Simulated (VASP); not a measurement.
# Au (Im-3m) in VASP: further runs

Aim: see how the results for Au move with the level of theory and the settings. Levels: PBE, LDA, RPBE, PBEsol. Tasks: single point.

Program: VASP 6.6.1. These are calculated values, not measurements. Logs are shortened: lines on timing, memory, paths and dates and some standing lists are left out, and cuts for length are marked.

## 1. The cell of the first run

It takes space group Im-3m (No. 229, cubic). Conventional cell: a = 3.315 Å, b = 3.315 Å, c = 3.315 Å, α = 90.00°, β = 90.00°, γ = 90.00°. Within 3.8 Å of Au (site symmetry m-3m) lie 14 Au at 2.87 to 3.31 Å.

## 2. Single point, PBE

Contents of INCAR:

```
ALGO = Fast
EDIFF = 1E-6
ENCUT = 520
GGA = PE
ISIF = 2
ISMEAR = 0
LASPH = T
LCHARG = T
LELF = T
LREAL = F
LVHAR = T
LWAVE = F
NBANDS = 12
NELM = 100
PREC = Accurate
SIGMA = 0.02
```

Contents of KPOINTS:

```
k-points
0
Gamma
  11 11 11
```

Contents of POSCAR:

```
Au
1.0
   -1.6572690000      1.6572690000      1.6572690000
    1.6572690000     -1.6572690000      1.6572690000
    1.6572690000      1.6572690000     -1.6572690000
Au
1
Direct
    0.0000000000      0.0000000000      0.0000000000
```

Potentials or basis: VASP PAW PBE potentials, release 64 (Au).

Launch:

```bash
$ cat potpaw_PBE.64/Au/POTCAR > POTCAR
$ mpirun -np 1 vasp_std > vasp.out
```

OUTCAR:

```text
EDIFF = 1E-6
   ENCUT = 520
   GGA = PE
   ISIF = 2
   ISMEAR = 0
   LASPH = T
   LREAL = F
   NELM = 100
   PREC = Accurate

 ion  position               nearest neighbor table
   1  0.000  0.000  0.000-

  LATTYP: Found a body centered cubic cell.
 ALAT       =     3.3145380000

  Lattice vectors:

 A1 = (  -1.6572690000,   1.6572690000,   1.6572690000)
 A2 = (   1.6572690000,  -1.6572690000,   1.6572690000)
 A3 = (   1.6572690000,   1.6572690000,  -1.6572690000)

Analysis of symmetry for initial positions (statically):
=====================================================================
 Subroutine PRICEL returns:
 Original cell was already a primitive cell.

 Routine SETGRP: Setting up the symmetry group for a
 body centered cubic supercell.

 Subroutine GETGRP returns: Found 48 space group operations
 (whereof 48 operations were pure point group operations)
 out of a pool of 48 trial point group operations.

The static configuration has the point symmetry O_h .

Analysis of symmetry for dynamics (positions and initial velocities):
=====================================================================
 Subroutine PRICEL returns:
 Original cell was already a primitive cell.

 Routine SETGRP: Setting up the symmetry group for a
 body centered cubic supercell.

 Subroutine GETGRP returns: Found 48 space group operations
 (whereof 48 operations were pure point group operations)
 out of a pool of 48 trial point group operations.

The dynamic configuration has the point symmetry O_h .

 Subroutine INISYM returns: Found 48 space group operations
 (whereof 48 operations are pure point group operations),
 and found     1 'primitive' translations

----------------------------------------------------------------------------------------

                                     Primitive cell

  volume of cell :      18.2070

  direct lattice vectors                    reciprocal lattice vectors
    -1.657269000  1.657269000  1.657269000     0.000000000  0.301701172  0.301701172
     1.657269000 -1.657269000  1.657269000     0.301701172  0.000000000  0.301701172
     1.657269000  1.657269000 -1.657269000     0.301701172  0.301701172  0.000000000

  length of vectors
     2.870474110  2.870474110  2.870474110     0.426669890  0.426669890  0.426669890

  position of ions in fractional coordinates (direct lattice)
     0.000000000  0.000000000  0.000000000

[... 70 lines left out ...]
   LNONCOLLINEAR =      F non collinear calculations
   LSORBIT =      F    spin-orbit coupling
   LASPH  =      T    aspherical Exc in radial PAW
   ENCUT  =  520.0 eV  38.22 Ry    6.18 a.u.   5.34  5.34  5.34*2*pi/ulx,y,z
   NELM   =    100;   NELMIN=  2; NELMDL= -5     # of ELM steps
   EDIFF  = 0.1E-05   stopping-criterion for ELM
   LREAL  =      F    real-space projection
[... 7 lines left out ...]
   TEBEG  =    0.0;   TEEND  =   0.0 temperature during run
   PSTRESS=    0.0 pullay stress
   NELECT =      11.0000    total number of electrons
   NUPDOWN=      -1.0000    fix difference up-down
   EMIN   =  10.00;   EMAX   =-10.00  energy-range for DOS
   EFERMI =   0.00;   METHOD = LEGACY
   ISMEAR =     0;   SIGMA  =   0.02  broadening in eV -4-tet -1-fermi 0-gaus
   EFERMI_NEDOS =   21; number of points for ismear=-14 and -15
   IALGO  =     68    algorithm
   IMIX   =      4    mixing-type and parameters
     AMIX     =   0.40;   BMIX     =  1.00
     AMIX_MAG =   1.60;   BMIX_MAG =  1.00
  volume/ion in A,a.u.               =      18.21       122.87
  Fermi-wavevector in a.u.,A,eV,Ry     =   1.383968  2.615320 26.060157  1.915367
  Thomas-Fermi vector in A             =   2.508516
   LORBIT       =      0    0 simple, 1 ext, 2 COOP (PROOUT), +10 PAW based schemes
   GGA     = PE    functional components
   LHFCALC =     F    Hartree Fock is set to
   AEXX    =    0.0000 exact exchange contribution
   IVDW    =     0    specifies the selected vdW correction
   LEPSILON=     F    determine dielectric tensor
   LRPA    =     F    only Hartree local field effects (RPA)
 non-spin polarized calculation
 RMM-DIIS sequential band-by-band and
 Gauss-broadening in eV      SIGMA  =   0.02
  energy-cutoff  :      520.00
  volume of cell :       18.21
 maximum number of plane-waves:       498
 NGX is ok and might be reduce to    24
   NGX = 11   NGY = 11   NGZ = 11

 number of electron      10.9999998 magnetization

 Free energy of the ion-electron system (eV)
  ---------------------------------------------------
  ext. energy  EPLUGINS =         0.00000000
  ---------------------------------------------------
  free energy    TOTEN  =        -3.19224951 eV

  energy without entropy =       -3.19166367  energy(sigma->0) =       -3.19195659

 E-fermi :   8.3047     XC(G=0): -12.3229

 val. band max:        8.2987276453   @ k =  -0.3636   0.4545   0.0909
 cond. band min:       8.3289741131   @ k =  -0.2727   0.4545   0.0909
 fundamental gap:      0.0302464678
 Fermi energy:         8.3046687796

 k-point     1 :       0.0000    0.0000    0.0000
  band No.  band energies     occupation
      1      -0.7542      2.00000
      2       3.9040      2.00000
      3       3.9040      2.00000
      4       3.9040      2.00000
      5       5.6404      2.00000
      6       5.6404      2.00000
      7      24.9106      0.00000
      8      24.9106      0.00000
      9      24.9106      0.00000
     10      31.5731      0.00000
     11      31.5731      0.00000
     12      31.5731      0.00000
[... 331 lines left out ...]
 k-point    24 :       0.3636    0.1818    0.0909
  band No.  band energies     occupation
      1       2.5990      2.00000
      2       3.0976      2.00000
      3       4.6397      2.00000
      4       5.6885      2.00000
      5       5.8642      2.00000
      6      11.3178      0.00000
      7      11.6423      0.00000
      8      17.1066      0.00000
      9      19.7178      0.00000
     10      30.1274      0.00000
     11      31.7845      0.00000
     12      33.7416      0.00000

 [... further k-points ...]
[... 5 lines left out ...]
  --------------------------------------------------------------------------------------
  -------------------------------------------------------------------------------------
  Total       -0.1168134     -0.1168134     -0.1168134     -0.0000000      0.0000000      0.0000000
  in kB      -10.2793197    -10.2793197    -10.2793197     -0.0000000      0.0000000      0.0000000
  external PRESSURE =     -10.2793197 kB  Pullay stress =       0.0000000 kB

 VOLUME and BASIS-vectors are now :
 -----------------------------------------------------------------------------
  energy-cutoff  :      520.00
  volume of cell :       18.21
      direct lattice vectors                 reciprocal lattice vectors
    -1.657269000  1.657269000  1.657269000     0.000000000  0.301701172  0.301701172
     1.657269000 -1.657269000  1.657269000     0.301701172  0.000000000  0.301701172
     1.657269000  1.657269000 -1.657269000     0.301701172  0.301701172  0.000000000

 POSITION                                       TOTAL-FORCE (eV/Angst)
 -----------------------------------------------------------------------------------
      0.00000      0.00000      0.00000         0.000000      0.000000     -0.000000
 -----------------------------------------------------------------------------------
    total drift:                                0.000000      0.000000     -0.000000

  FREE ENERGIE OF THE ION-ELECTRON SYSTEM (eV)
  ---------------------------------------------------
  free  energy   TOTEN  =        -3.1922495130 eV

  energy  without entropy=       -3.1916636744  energy(sigma->0) =       -3.19195659
```

stdout:

```text
POSCAR found type information on POSCAR Au
 POSCAR found :  1 types and       1 ions
 scaLAPACK will be used
 LDA part: xc-table for (Slater+PW92), standard interpolation
 POSCAR, INCAR and KPOINTS ok, starting setup
 FFT: planning ... GRIDC
 FFT: planning ... GRID_SOFT
 FFT: planning ... GRID
 WAVECAR not read
 entering main loop
```

Wall time 7.4 s (1 thread of Intel Xeon 6975P-C (Granite Rapids), shared host); peak memory 0.14 GiB.

What came out:

```yaml
Free_energy: -3.1922 eV
Pressure: -1.0 GPa
```

Caveat: spin-orbit coupling is left out, which moves the levels of the heavy elements.

## 3. Single point, LDA

Contents of INCAR:

```
SYSTEM = Au
  PREC = Accurate
  ENCUT = 520
  EDIFF = 1E-7
  ISMEAR = 0
  SIGMA = 0.1
  LREAL = .False.
  LASPH = .True.
  NELM = 80
  ALGO = Fast
  ISIF = 2
  LWAVE = .False.
  LCHARG = .False.
  NBANDS = 12
```

Contents of KPOINTS:

```
regular mesh
0
Gamma
  11 11 11
  0 0 0
```

POSCAR is that of step 2.

Potentials or basis: VASP PAW LDA potentials, release 64 (Au).

Launch:

```bash
$ cat potpaw_LDA.64/Au/POTCAR > POTCAR
$ mpirun -np 1 vasp_std > vasp.out
```

Run time: 6.1 s. Hardware: 1 thread of Intel Xeon 6975P-C (Granite Rapids), shared host; peak memory 0.13 GiB.

It converged, with:

| Quantity | Value |
| --- | --- |
| Free energy | -4.3500 eV |
| Pressure | -12.6 GPa |

Levels at points of the mesh, in eV from the Fermi level:
```csv
k point,band 1,band 2,band 3,band 4,band 5,band 6,band 7,band 8,band 9,band 10
"(0.00, 0.00, 0.00)",-9.09,-4.39,-4.39,-4.39,-2.62,-2.62,16.59,16.59,16.59,23.16
```

Caveat: spin-orbit coupling is left out, which moves the levels of the heavy elements.

## 4. Single point, RPBE, non-collinear spin, zero start, spin-orbit coupling

Contents of INCAR:

```
  PREC = Accurate
  ENCUT = 520
  EDIFF = 1E-6
  ISMEAR = 1
  SIGMA = 0.1
  LREAL = F
  LASPH = T
  NELM = 150
  ALGO = Normal
  ISIF = 2
  LWAVE = F
  LCHARG = F
  MAGMOM = 0 0 0
  LORBIT = 11
  LSORBIT = T
  GGA_COMPAT = F
  LORBMOM = T
  LMAXMIX = 4
  GGA = RP
  NBANDS = 22
```

Contents of KPOINTS:

```
regular mesh
0
Gamma
  8 8 8
```

POSCAR is that of step 3.

Potentials or basis: VASP PAW PBE potentials, release 64 (Au).

Launch:

```bash
$ cat potpaw_PBE.64/Au/POTCAR > POTCAR
$ mpirun -np 1 vasp_ncl > vasp.out
```

Run time: 15 s. Hardware: 1 thread of Intel Xeon 6975P-C (Granite Rapids), shared host; peak memory 0.19 GiB.

Results (log left out):

- Free energy: -2.8543 eV
- Pressure: 1.0 GPa
- Net moment: 0.00 μB per cell
- Valence electrons inside the program's atomic spheres: Au 9.59

Moments on the atoms (μB; x, y, z):
```
Au  0.00 0.00 0.00
```

Caveat: the PAW data sets were made with another functional, which shifts forces and pressure a little.

## 5. Single point, PBEsol

Contents of INCAR:

```
SYSTEM = Au
PREC = Accurate
ENCUT = 520
EDIFF = 1E-6
ISMEAR = -1
SIGMA = 0.05
LREAL = .False.
LASPH = .True.
NELM = 80
ALGO = Fast
ISIF = 2
LWAVE = .False.
LCHARG = .False.
GGA = PS
NBANDS = 12
```

Contents of KPOINTS:

```
Automatic mesh
0
Gamma
  11 11 11
  0 0 0
```

POSCAR is that of step 4.

Potentials or basis: VASP PAW PBE potentials, release 64 (Au).

Launch:

```bash
$ cat potpaw_PBE.64/Au/POTCAR > POTCAR
$ mpirun -np 1 vasp_std > vasp.out
```

OUTCAR:

```text
SYSTEM = Au
   PREC = Accurate
   ENCUT = 520
   EDIFF = 1E-6
   ISMEAR = -1
   LREAL = .False.
   LASPH = .True.
   NELM = 80
   ISIF = 2
   GGA = PS

 ion  position               nearest neighbor table
   1  0.000  0.000  0.000-

  LATTYP: Found a body centered cubic cell.
 ALAT       =     3.3145380000

  Lattice vectors:

 A1 = (  -1.6572690000,   1.6572690000,   1.6572690000)
 A2 = (   1.6572690000,  -1.6572690000,   1.6572690000)
 A3 = (   1.6572690000,   1.6572690000,  -1.6572690000)

Analysis of symmetry for initial positions (statically):
[... 530 lines left out ...]
      5       5.6978      2.00000
      6      11.0887      0.00000
      7      11.4117      0.00000
      8      16.8661      0.00000
      9      19.4763      0.00000
     10      29.9014      0.00000
     11      31.5702      0.00000
     12      33.5212      0.00000

 [... further k-points ...]
[... 5 lines left out ...]
  --------------------------------------------------------------------------------------
  -------------------------------------------------------------------------------------
  Total       -1.0276444     -1.0276444     -1.0276444     -0.0000000     -0.0000000      0.0000000
  in kB      -90.4303934    -90.4303934    -90.4303934     -0.0000000     -0.0000000      0.0000000
  external PRESSURE =     -90.4303934 kB  Pullay stress =       0.0000000 kB

 VOLUME and BASIS-vectors are now :
 -----------------------------------------------------------------------------
  energy-cutoff  :      520.00
  volume of cell :       18.21
      direct lattice vectors                 reciprocal lattice vectors
    -1.657269000  1.657269000  1.657269000     0.000000000  0.301701172  0.301701172
     1.657269000 -1.657269000  1.657269000     0.301701172  0.000000000  0.301701172
     1.657269000  1.657269000 -1.657269000     0.301701172  0.301701172  0.000000000

 POSITION                                       TOTAL-FORCE (eV/Angst)
 -----------------------------------------------------------------------------------
      0.00000      0.00000      0.00000         0.000000     -0.000000      0.000000
 -----------------------------------------------------------------------------------
    total drift:                                0.000000      0.000000     -0.000000

  FREE ENERGIE OF THE ION-ELECTRON SYSTEM (eV)
  ---------------------------------------------------
  free  energy   TOTEN  =        -3.8618307413 eV

  energy  without entropy=       -3.8559148344  energy(sigma->0) =       -3.85887279
```

Run time: 7.2 s. Hardware: 1 thread of Intel Xeon 6975P-C (Granite Rapids), shared host; peak memory 0.14 GiB.

Results:

```
Free energy : -3.8618 eV
Pressure    : -9.0 GPa
```

Caveat: the PAW data sets were made with another functional, which shifts forces and pressure a little; spin-orbit coupling is left out, which moves the levels of the heavy elements.

## 6. Summary

| level | potentials or basis | spin | k mesh | smearing | gap on the mesh (eV) | pressure (GPa) |
| --- | --- | --- | --- | --- | --- | --- |
| PBE | VASP PAW PBE potentials, release 64 (Au) | off | 11 × 11 × 11 | gaussian 0.02 eV | none | -1.0 |
| LDA | VASP PAW LDA potentials, release 64 (Au) | off | 11 × 11 × 11 | gaussian 0.1 eV | none | -12.6 |
| RPBE | VASP PAW PBE potentials, release 64 (Au) | non-collinear, zero start, SOC | 8 × 8 × 8 | methfessel-paxton 0.1 eV | - | 1.0 |
| PBEsol | VASP PAW PBE potentials, release 64 (Au) | off | 11 × 11 × 11 | fermi-dirac 0.05 eV | none | -9.0 |

Alike in all rows: task single point; cell as given; cutoff (eV) 520.

Caveats: spin-orbit coupling is left out, which moves the levels of the heavy elements (some runs); the PAW data sets were made with another functional, which shifts forces and pressure a little (some runs).

Absolute energies hang on the potentials; compare differences alone.
